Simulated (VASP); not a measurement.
Here is a VASP 6.6.1 calculation.

Contents of INCAR:

```
PREC     = Accurate       # precision mode
ENCUT    = 600            # plane-wave cutoff, eV
EDIFF    = 1E-6           # SCF threshold, eV
ISMEAR   = -1             # smearing method
SIGMA    = 0.003          # smearing width, eV
LREAL    = F              # projectors in reciprocal space
LASPH    = T              # aspherical terms in the spheres
NELM     = 120            # most SCF steps
ALGO     = Normal         # electronic algorithm
ISIF     = 2              # what is computed and relaxed
LWAVE    = F              # write WAVECAR
LCHARG   = F              # write CHGCAR
GGA      = PE             # functional
NBANDS   = 11             # bands
GGA_COMPAT= F
```

File KPOINTS:

```
Automatic mesh
0
Gamma
  8 8 8
```

File POSCAR:

```
MgO
1.0
    0.0000000000      2.1052100000      2.1052100000
    2.1052100000      0.0000000000      2.1052100000
    2.1052100000      2.1052100000      0.0000000000
Mg O
1 1
Direct
    0.0000000000      0.0000000000      0.0000000000
    0.5000000000      0.5000000000      0.5000000000
```

Potentials or basis: VASP PAW PBE potentials, release 64 (Mg, O).

Launch:

```bash
$ cat potpaw_PBE.64/Mg/POTCAR potpaw_PBE.64/O/POTCAR > POTCAR
$ mpirun -np 1 vasp_std > vasp.out
```

(1) Predict the pressure.

(2) Predict the band gap on the k mesh.

Answers

(1) 3.9 GPa.

(2) 4.74 eV, direct.
